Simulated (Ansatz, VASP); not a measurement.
# Two plane-wave programs on TiCl2

INCAR

```
PREC     = Accurate       # precision mode
ENCUT    = 520            # plane-wave cutoff, eV
EDIFF    = 1E-7           # SCF threshold, eV
ISMEAR   = 0              # smearing method
SIGMA    = 0.1            # smearing width, eV
LREAL    = F              # projectors in reciprocal space
LASPH    = T              # aspherical terms in the spheres
NELM     = 60             # most SCF steps
ALGO     = Normal         # electronic algorithm
ISIF     = 2              # what is computed and relaxed
LWAVE    = F              # write WAVECAR
LCHARG   = T              # write CHGCAR
LDIPOL   = T            
IDIPOL   = 3            
DIPOL    = 0.5 0.5 0.286
GGA      = PE             # functional
LELF     = T              # ELF
LVHAR    = T            
LVACPOTAV= T            
NBANDS   = 35             # bands
```

The input KPOINTS:

```
regular mesh
0
Gamma
  6 6 1
```

Contents of POSCAR:

```
TiCl2
1.0
    6.5549711498     -0.0000005693      0.0000000000
   -1.6387425409      2.8383859107      0.0000000000
    0.0000000000      0.0000000000     29.7377532000
Ti Cl
2 4
Direct
    0.5000000000      0.0000000000      0.2858319505
    0.0000000000      0.0000000000      0.2858319505
    0.3333333333      0.3333333333      0.2326158869
    0.8333333333      0.3333333333      0.2326158869
    0.3333333333      0.3333333333      0.3390480141
    0.8333333333      0.3333333333      0.3390480141
```

Input for Ansatz:

```yaml
crystal:
  lattice:
    - [6.5549711498, -5.693e-07, 0.0]
    - [-1.6387425409, 2.8383859107, 0.0]
    - [0.0, 0.0, 29.7377532]
  atoms:
    - { symbol: Ti, position: [0.5, 0.0, 0.2858319505] }
    - { symbol: Ti, position: [0.0, 0.0, 0.2858319505] }
    - { symbol: Cl, position: [0.3333333333, 0.3333333333, 0.2326158869] }
    - { symbol: Cl, position: [0.8333333333, 0.3333333333, 0.2326158869] }
    - { symbol: Cl, position: [0.3333333333, 0.3333333333, 0.3390480141] }
    - { symbol: Cl, position: [0.8333333333, 0.3333333333, 0.3390480141] }
  periodic: [true, true, false]
basis:
  ecutwfc: 420
kpoints:
  mp_grid: { grid: [6, 6, 1] }
hamiltonian:
  xc: pbe
scf:
  occupations: { method: gaussian, width: 0.1 }
  lower_state_search: "off"
output:
  forces: true
  stress: true
  eigenvalues: true
```

Alike in both runs: task single point; functional PBE; k mesh 6 × 6 × 1; occupations gaussian, width 0.1 eV; no spin polarisation.

|  | VASP | Ansatz |
| --- | --- | --- |
| version | VASP 6.6.1 | Ansatz 0.2.0 |
| potentials or method | VASP PAW PBE potentials, release 64 (Ti_sv, Cl), cutoff 520 eV | scalar-relativistic, plane waves, PAW |
| valence electrons in the cell | 52 | 52 |

```csv
,VASP,Ansatz,Ansatz less VASP
gap on the k mesh at the Fermi level (eV),0.94,0.94,+0.001
least direct gap on the mesh (eV),1.01,1.01,+0.001
rms of the force components (eV/Å),0.008,0.001,-0.0073
```

Atom by atom the forces differ by 0.008 eV/Å (rms over components). The functional is the same, so the differences come from potentials, cutoffs and numerics.
